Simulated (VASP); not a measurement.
Input of a VASP 6.6.1 run:

INCAR

```
PREC     = Accurate       # precision mode
ENCUT    = 600            # plane-wave cutoff, eV
EDIFF    = 1E-6           # SCF threshold, eV
ISMEAR   = 0              # smearing method
SIGMA    = 0.01           # smearing width, eV
LREAL    = False          # projectors in reciprocal space
LASPH    = True           # aspherical terms in the spheres
NELM     = 100            # most SCF steps
ALGO     = Normal         # electronic algorithm
ISIF     = 3              # what is computed and relaxed
LWAVE    = False          # write WAVECAR
LCHARG   = False          # write CHGCAR
GGA      = PS             # functional
IBRION   = 2              # ionic algorithm
NSW      = 100            # ionic steps
EDIFFG   = -0.002         # ionic threshold
PSTRESS  = -20.0
```

File KPOINTS:

```
regular mesh
0
Gamma
  8 8 8
```

The input POSCAR:

```
CaSe
1.0
    2.9344505834      2.9344505834      0.0000000000
   -2.9344505834      2.9344505834      0.0000000000
    0.0000000000      2.9344505834      2.9344505834
Ca Se
1 1
Direct
    0.0000000000      0.0000000000      0.0000000000
    0.5000000000      0.5000000000      0.0000000000
```

Potentials or basis: VASP PAW PBE potentials, release 64 (Ca_sv, Se).

The run is started by

```console
$ cat potpaw_PBE.64/Ca_sv/POTCAR potpaw_PBE.64/Se/POTCAR > POTCAR
$ mpirun -np 1 vasp_std > vasp.out
```

(1) Predict the band gap on the k mesh.

(2) What does it give for the space group after relaxing (to 0.1 Å)?

Results:

(1) 1.98 eV (least direct gap 2.91 eV).

(2) Fm-3m (No. 225).

Caveat: the cell is relaxed towards a set pressure, so the run minimises the enthalpy, not the energy.
